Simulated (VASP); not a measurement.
CO2:

```xyz
12
Lattice="5.6200 0.0000 0.0000 0.0000 5.6200 0.0000 0.0000 0.0000 5.6200" Properties=species:S:1:pos:R:3 pbc="T T T"
C     0.0000    0.0000    0.0000
C     2.8100    0.0000    2.8100
C     2.8100    2.8100    0.0000
C     0.0000    2.8100    2.8100
O     0.9385    0.9385    0.9385
O     1.8715    4.6815    3.7485
O     3.7485    1.8715    4.6815
O     4.6815    3.7485    1.8715
O     4.6815    4.6815    4.6815
O     3.7485    0.9385    1.8715
O     1.8715    3.7485    0.9385
O     0.9385    1.8715    3.7485
```

```yaml
Program: VASP 6.6.1
Task: relaxation of cell and atoms
Functional: PBE
Dispersion: D3(BJ)
Potentials_or_basis: VASP PAW PBE potentials, release 64 (C, O)
Cutoff: 600 eV
k_mesh: 4 × 4 × 4
Occupations: fermi-dirac, width 0.02 eV
Spin: no spin polarisation
```

At the start: pressure -38.5 GPa; volume 14.79 Å³/atom.

Problem. Where does the relaxation end?

Solution. Over 23 steps the energy falls by 2686.2 meV/atom and the volume is 14.78 Å³/atom (-0.1 %); space group Pa-3 (No. 205, to 0.1 Å) before and after.

The path:
```tsv
step	energy change (eV)	largest force (eV/Å)	pressure (GPa)	volume (Å³)
1	0.0000	9.8670	-38.50	177.50
2	3.9998	49.4855	215.88	100.95
3	-4.8481	10.4455	-41.18	160.95
4	-14.5324	11.0749	-40.85	148.02
5	-30.1798	4.3739	-6.16	122.99
6	-29.7221	4.4979	33.80	114.36
7	-30.7173	1.5833	6.63	119.55
8	-30.7215	0.5880	11.13	118.54
9	-31.1475	2.2341	16.98	127.02
10	-31.1478	2.5091	17.58	127.81
11	-31.3368	2.1170	15.02	130.41
12	-31.7619	1.0114	8.39	138.44
13	-32.0997	0.9211	-1.12	155.46
14	-32.1026	1.0601	-1.70	156.82
15	-32.1536	0.7264	-0.96	159.85
16	-32.2144	0.0708	0.86	166.73
17	-32.2182	0.3574	1.51	169.14
18	-32.2299	0.1679	0.73	172.67
19	-32.2347	0.0335	-0.03	176.58
20	-32.2347	0.0550	-0.12	177.01
21	-32.2347	0.0477	-0.09	176.85
22	-32.2349	0.0062	-0.01	177.33
23	-32.2349	0.0018	0.01	177.39
```

Final structure:
```
C O
1.0
     5.61874    0.00000    0.00000
     0.00000    5.61874    0.00000
     0.00000    0.00000    5.61874
C O
4 8
Direct
  0.00000 0.00000 0.00000
  0.50000 0.00000 0.50000
  0.50000 0.50000 0.00000
  0.00000 0.50000 0.50000
  0.12066 0.12066 0.12066
  0.37934 0.87934 0.62066
  0.62066 0.37934 0.87934
  0.87934 0.62066 0.37934
  0.87934 0.87934 0.87934
  0.62066 0.12066 0.37934
  0.37934 0.62066 0.12066
  0.12066 0.37934 0.62066
```
